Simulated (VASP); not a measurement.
Crystal: I.

```xyz
4
Lattice="3.6350 -2.3950 0.0000 3.6350 2.3950 0.0000 0.0000 0.0000 9.7934" Properties=species:S:1:pos:R:3 pbc="T T T"
I     3.6350   -0.7152    3.7646
I     3.6350    1.6799    1.1321
I     3.6350    0.7152    6.0288
I     3.6350   -1.6799    8.6613
```

| Property | Result |
| --- | --- |
| Program | VASP 6.6.1 |
| Task | relaxation of cell and atoms |
| Functional | MS2 |
| Potentials or basis | VASP PAW PBE potentials, release 64 (I) |
| Cutoff | 260 eV |
| k mesh | 5 × 5 × 2 |
| Occupations | gaussian, width 0.03 eV |
| Spin | no spin polarisation |

At the start: pressure 0.9 GPa; volume 42.63 Å³/atom.

Q: Where does the relaxation end?

A: Over 25 steps the energy falls by 16.3 meV/atom and the volume is 44.61 Å³/atom (+4.6 %); space group Cmce (No. 64, to 0.1 Å) before and after.

The path:
```tsv
step	energy change (eV)	largest force (eV/Å)	pressure (GPa)	volume (Å³)
1	0.0000	0.5038	0.88	170.52
2	-0.0228	0.0991	-0.11	173.68
3	-0.0519	0.0299	0.09	174.24
4	-0.0544	0.1179	-0.15	176.50
5	-0.0571	0.0653	-0.04	176.70
6	-0.0602	0.0196	0.05	178.83
7	-0.0606	0.0176	-0.07	179.54
8	-0.0616	0.0327	0.01	178.40
9	-0.0617	0.0248	-0.05	178.27
10	-0.0620	0.0111	0.03	177.21
11	-0.0621	0.0163	0.00	177.16
12	-0.0623	0.0031	0.04	177.03
13	-0.0623	0.0075	0.00	177.22
14	-0.0623	0.0069	0.01	177.21
15	-0.0623	0.0033	0.02	177.30
16	-0.0623	0.0068	0.01	177.46
17	-0.0623	0.0031	-0.01	177.61
18	-0.0623	0.0040	0.00	177.57
19	-0.0651	0.0035	0.02	177.57
20	-0.0652	0.0015	0.01	177.68
21	-0.0652	0.0060	-0.01	178.02
22	-0.0652	0.0193	-0.05	178.71
23	-0.0652	0.0114	-0.03	178.32
24	-0.0652	0.0097	-0.02	178.34
25	-0.0653	0.0044	0.00	178.42
```

Final structure:
```xyz
4
Lattice="3.9508 -2.2744 0.0000 3.9508 2.2744 0.0000 0.0000 0.0000 9.9283" Properties=species:S:1:pos:R:3 pbc="T T T"
I     3.9508   -0.6869    3.7735
I     3.9508    1.5875    1.1906
I     3.9508    0.6869    6.1547
I     3.9508   -1.5875    8.7377
```

Caveat: this functional lacks dispersion, which holds the molecules together, so the pressure and a relaxed volume are unreliable; the PAW data sets were made with another functional, which shifts forces and pressure a little.
